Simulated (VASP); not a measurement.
# HfO2 (P-3m1) in VASP: a series of runs, part 2 of 2

VASP 6.6.1.

## Step 5: Single point, PBE

This run uses another cell than the first one, of 12.29 Å³/atom, 1.152 times its volume.

File INCAR:

```
PREC     = Accurate       # precision mode
ENCUT    = 520            # plane-wave cutoff, eV
EDIFF    = 1E-6           # SCF threshold, eV
ISMEAR   = 0              # smearing method
SIGMA    = 0.05           # smearing width, eV
LREAL    = F              # projectors in reciprocal space
LASPH    = T              # aspherical terms in the spheres
NELM     = 60             # most SCF steps
ALGO     = Normal         # electronic algorithm
ISIF     = 2              # what is computed and relaxed
LWAVE    = F              # write WAVECAR
LCHARG   = T              # write CHGCAR
GGA      = PE             # functional
LELF     = T              # ELF
LVHAR    = T            
NBANDS   = 43             # bands
```

File KPOINTS:

```
regular mesh
0
Gamma
  7 7 3
```

File POSCAR:

```
HfO2
1.0
    2.5488057606     -2.5488057606      0.0000000000
    2.5488057606      0.0000000000     -2.5488057606
    5.6749617904      5.6749617904      5.6749617904
Hf O
3 6
Direct
    0.0000000000      0.0000000000      0.7485679584
    0.3333333333      0.3333333333      0.4491467634
    0.6666666667      0.6666666667      0.1497255685
    0.6666666667      0.6666666667      0.3742914647
    1.0000000000      0.0000000000      0.0748702698
    0.3333333333      0.3333333333      0.6737126596
    0.6666666667      0.6666666667      0.8234232571
    1.0000000000      1.0000000000      0.5240020622
    0.3333333333      0.3333333333      0.2245808672
```

Potentials or basis: VASP PAW PBE potentials, release 64 (Hf_pv, O).

On the command line:

```sh
cat potpaw_PBE.64/Hf_pv/POTCAR potpaw_PBE.64/O/POTCAR > POTCAR
mpirun -np 1 vasp_std > vasp.out
```

OUTCAR:

```text
PREC = Accurate
   ENCUT = 520
   EDIFF = 1E-6
   ISMEAR = 0
   LREAL = F
   LASPH = T
   NELM = 60
   ISIF = 2
   GGA = PE

 ion  position               nearest neighbor table
   1  0.000  0.000  0.749-   7 2.21   7 2.21   7 2.21   6 2.21   8 2.21   6 2.21   6 2.21   2 3.60
                             2 3.60   2 3.60
   2  0.333  0.333  0.449-   4 2.21   4 2.21   8 2.21   6 2.21   9 2.21   4 2.21   8 2.21   8 2.21
                             3 3.60   3 3.60   3 3.60   1 3.60   1 3.60   1 3.60
   3  0.667  0.667  0.150-   9 2.21   9 2.21   5 2.21   5 2.21   5 2.21   4 2.21   9 2.21   2 3.60
                             2 3.60   2 3.60
   4  0.667  0.667  0.374-   2 2.21   2 2.21   3 2.21   2 2.21
   5  0.000  0.000  0.075-   3 2.21   3 2.21   3 2.21
   6  0.333  0.333  0.674-   1 2.21   2 2.21   1 2.21   1 2.21
   7  0.667  0.667  0.823-   1 2.21   1 2.21   1 2.21
   8  0.000  0.000  0.524-   2 2.21   1 2.21   2 2.21   2 2.21
   9  0.333  0.333  0.225-   3 2.21   3 2.21   2 2.21   3 2.21

  LATTYP: Found a hexagonal cell.
 ALAT       =     3.6045556745
 C/A-ratio  =     2.7269164467

  Lattice vectors:

 A1 = (  -2.5488057606,   0.0000000000,   2.5488057606)
 A2 = (   2.5488057606,  -2.5488057606,   0.0000000000)
 A3 = (   5.6749617904,   5.6749617904,   5.6749617904)

Analysis of symmetry for initial positions (statically):
=====================================================================
 Subroutine PRICEL returns:
 Original cell was already a primitive cell.

 Routine SETGRP: Setting up the symmetry group for a
 hexagonal supercell.

 Subroutine GETGRP returns: Found 12 space group operations
 (whereof  6 operations were pure point group operations)
 out of a pool of 24 trial point group operations.

The static configuration has the point symmetry C_3v.
 The point group associated with its full space group is D_3d.

Analysis of symmetry for dynamics (positions and initial velocities):
=====================================================================
 Subroutine PRICEL returns:
 Original cell was already a primitive cell.

 Routine SETGRP: Setting up the symmetry group for a
 hexagonal supercell.

 Subroutine GETGRP returns: Found 12 space group operations
 (whereof  6 operations were pure point group operations)
 out of a pool of 24 trial point group operations.

The dynamic configuration has the point symmetry C_3v.
 The point group associated with its full space group is D_3d.

 Subroutine INISYM returns: Found 12 space group operations
 (whereof  6 operations are pure point group operations),
 and found     1 'primitive' translations

----------------------------------------------------------------------------------------

                                     Primitive cell

  volume of cell :     110.6006

  direct lattice vectors                    reciprocal lattice vectors
     2.548805761 -2.548805761  0.000000000     0.130780202 -0.261560405  0.130780202
     2.548805761  0.000000000 -2.548805761     0.130780202  0.130780202 -0.261560405
     5.674961790  5.674961790  5.674961790     0.058737547  0.058737547  0.058737547

  length of vectors
     3.604555674  3.604555674  9.829322152     0.320344764  0.320344764  0.101736415

[... 46 lines left out ...]

 Found     20 irreducible k-points:

 Following reciprocal coordinates:
            Coordinates               Weight
  0.000000  0.000000  0.000000      1.000000
  0.142857  0.000000  0.000000      6.000000
  0.285714  0.000000  0.000000      6.000000
  0.428571  0.000000  0.000000      6.000000
  0.285714  0.142857 -0.000000      6.000000
  0.428571  0.142857  0.000000     12.000000
[... 12 lines left out ...]
 -0.428571  0.142857  0.333333     12.000000
 -0.428571  0.285714  0.333333     12.000000
   k-points           NKPTS =     20   k-points in BZ     NKDIM =     20   number of bands    NBANDS=     43
   number of dos      NEDOS =    301   number of ions     NIONS =      9
   total plane-waves  NPLWV =  62720
   dimension x,y,z NGX =    28 NGY =   28 NGZ =   80
   dimension x,y,z NGXF=    56 NGYF=   56 NGZF=  160
   ions per type =               3   6
   NGX,Y,Z   is equivalent  to a cutoff of  12.91, 12.91, 13.53 a.u.
   NGXF,Y,Z  is equivalent  to a cutoff of  25.83, 25.83, 27.06 a.u.
 SYSTEM =  unknown system
   PREC   = accura    normal or accurate (medium, high low for compatibility)
   ISTART =      0    job   : 0-new  1-cont  2-samecut
   ICHARG =      2    charge: 1-file 2-atom 10-const
   ISPIN  =      1    spin polarized calculation?
   LNONCOLLINEAR =      F non collinear calculations
   LSORBIT =      F    spin-orbit coupling
   LASPH  =      T    aspherical Exc in radial PAW
   ENCUT  =  520.0 eV  38.22 Ry    6.18 a.u.   6.70  6.70 18.28*2*pi/ulx,y,z
   NELM   =     60;   NELMIN=  2; NELMDL= -5     # of ELM steps
   EDIFF  = 0.1E-05   stopping-criterion for ELM
   LREAL  =      F    real-space projection
[... 7 lines left out ...]
   TEBEG  =    0.0;   TEEND  =   0.0 temperature during run
   PSTRESS=    0.0 pullay stress
   NELECT =      66.0000    total number of electrons
   NUPDOWN=      -1.0000    fix difference up-down
   EMIN   =  10.00;   EMAX   =-10.00  energy-range for DOS
   EFERMI =   0.00;   METHOD = LEGACY
   ISMEAR =     0;   SIGMA  =   0.05  broadening in eV -4-tet -1-fermi 0-gaus
   EFERMI_NEDOS =   21; number of points for ismear=-14 and -15
   IALGO  =     38    algorithm
   IMIX   =      4    mixing-type and parameters
     AMIX     =   0.40;   BMIX     =  1.00
     AMIX_MAG =   1.60;   BMIX_MAG =  1.00
  volume/ion in A,a.u.               =      12.29        82.93
  Fermi-wavevector in a.u.,A,eV,Ry     =   1.378278  2.604568 25.846322  1.899651
  Thomas-Fermi vector in A             =   2.503354
   LORBIT       =      0    0 simple, 1 ext, 2 COOP (PROOUT), +10 PAW based schemes
   GGA     = PE    functional components
   LHFCALC =     F    Hartree Fock is set to
   AEXX    =    0.0000 exact exchange contribution
   IVDW    =     0    specifies the selected vdW correction
   LEPSILON=     F    determine dielectric tensor
   LRPA    =     F    only Hartree local field effects (RPA)
 non-spin polarized calculation
 Gauss-broadening in eV      SIGMA  =   0.05
  energy-cutoff  :      520.00
  volume of cell :      110.60
 maximum number of plane-waves:      3049
   NGX = 13   NGY = 13   NGZ = 37

 number of electron      65.9999995 magnetization

 Free energy of the ion-electron system (eV)
  ---------------------------------------------------
  ext. energy  EPLUGINS =         0.00000000
  ---------------------------------------------------
  free energy    TOTEN  =       -89.68232372 eV

  energy without entropy =      -89.68232372  energy(sigma->0) =      -89.68232372

 E-fermi :   3.2524     XC(G=0): -11.0693

 val. band max:        2.9522706122   @ k =  -0.4286   0.1429   0.0000
 cond. band min:       6.9902611146   @ k =   0.0000   0.0000   0.0000
 fundamental gap:      4.0379905023
 Fermi energy:         3.2523972912

 k-point     1 :       0.0000    0.0000    0.0000
  band No.  band energies     occupation
      1     -27.1647      2.00000
      2     -27.0753      2.00000
      3     -26.8711      2.00000
      4     -26.8364      2.00000
      5     -26.8364      2.00000
      6     -26.7520      2.00000
[... 909 lines left out ...]
     42      10.0395      0.00000
     43      10.1002      0.00000

------------------------ aborting loop because EDIFF is reached ----------------------------------------

  FORCE on cell =-STRESS in cart. coord.  units (eV):
  Direction    XX          YY          ZZ          XY          YZ          ZX
  --------------------------------------------------------------------------------------
  -------------------------------------------------------------------------------------
  Total       -7.4645551     -7.4645551     -7.4645551      0.9876100      0.9876100      0.9876100
  in kB     -108.1326469   -108.1326469   -108.1326469     14.3066649     14.3066649     14.3066649
  external PRESSURE =    -108.1326469 kB  Pullay stress =       0.0000000 kB

 VOLUME and BASIS-vectors are now :
 -----------------------------------------------------------------------------
  energy-cutoff  :      520.00
  volume of cell :      110.60
      direct lattice vectors                 reciprocal lattice vectors
     2.548805761 -2.548805761  0.000000000     0.130780202 -0.261560405  0.130780202
     2.548805761  0.000000000 -2.548805761     0.130780202  0.130780202 -0.261560405
     5.674961790  5.674961790  5.674961790     0.058737547  0.058737547  0.058737547

 POSITION                                       TOTAL-FORCE (eV/Angst)
 -----------------------------------------------------------------------------------
      4.24809      4.24809      4.24809        -0.291164     -0.291164     -0.291164
      4.24809      1.69929      1.69929        -0.000000      0.000000      0.000000
      4.24809     -0.84952     -0.84952         0.291164      0.291164      0.291164
      5.52250      0.42489      0.42489        -0.225801     -0.225801     -0.225801
      0.42489      0.42489      0.42489        -0.328536     -0.328536     -0.328536
      5.52250      2.97369      2.97369        -0.171349     -0.171349     -0.171349
      8.07130      2.97369      2.97369         0.328536      0.328536      0.328536
      2.97369      2.97369      2.97369         0.225801      0.225801      0.225801
      2.97369      0.42489      0.42489         0.171349      0.171349      0.171349
 -----------------------------------------------------------------------------------
    total drift:                                0.000053      0.000053      0.000053

  FREE ENERGIE OF THE ION-ELECTRON SYSTEM (eV)
  ---------------------------------------------------
  free  energy   TOTEN  =       -89.6823237170 eV

  energy  without entropy=      -89.6823237170  energy(sigma->0) =      -89.68232372
```

Run time: 78 s. Hardware: 1 thread of Intel Xeon 6975P-C (Granite Rapids), shared host; peak memory 0.27 GiB.

Results:

```
Free energy            : -89.6823 eV
Pressure               : -10.8 GPa
Largest force          : 0.569 eV/Å
Band gap on the k mesh : 4.04 eV, indirect (least direct gap 4.15 eV)
```

Forces in eV/Å, atoms in the order of the input:
```
Hf  -0.291 -0.291 -0.291
Hf   0.000  0.000  0.000
Hf   0.291  0.291  0.291
O   -0.226 -0.226 -0.226
O   -0.329 -0.329 -0.329
O   -0.171 -0.171 -0.171
O    0.329  0.329  0.329
O    0.226  0.226  0.226
O    0.171  0.171  0.171
```

Caveat: spin-orbit coupling is left out, which moves the levels of the heavy elements.

## Step 6: Overview

```tsv
cell	gap on the mesh (eV)	pressure (GPa)	largest force (eV/Å)
a = 3.605, b = 3.605, c = 8.529 Å, angles 90.0, 90.0, 60.0°, 9 atoms	4.08	10.5	3.82
a = 3.605, b = 3.605, c = 9.329 Å, angles 90.0, 90.0, 60.0°, 9 atoms	3.92	-10.0	0.67
a = 3.605, b = 3.605, c = 9.579 Å, angles 90.0, 90.0, 60.0°, 9 atoms	3.98	-10.6	0.61
a = 3.605, b = 3.605, c = 9.829 Å, angles 90.0, 90.0, 60.0°, 9 atoms	4.04	-10.8	0.57
```

Alike in all rows: task single point; level PBE; potentials or basis VASP PAW PBE potentials, release 64 (Hf_pv, O); no spin polarisation; k mesh 7 × 7 × 3; cutoff (eV) 520; smearing gaussian 0.05 eV.

Caveats: spin-orbit coupling is left out, which moves the levels of the heavy elements; forces of over 1 eV/Å act on the atoms, so gaps and moduli don't describe the material at rest (some runs).

Total energies depend on the potentials used, so only differences within one code and one set of settings carry meaning.
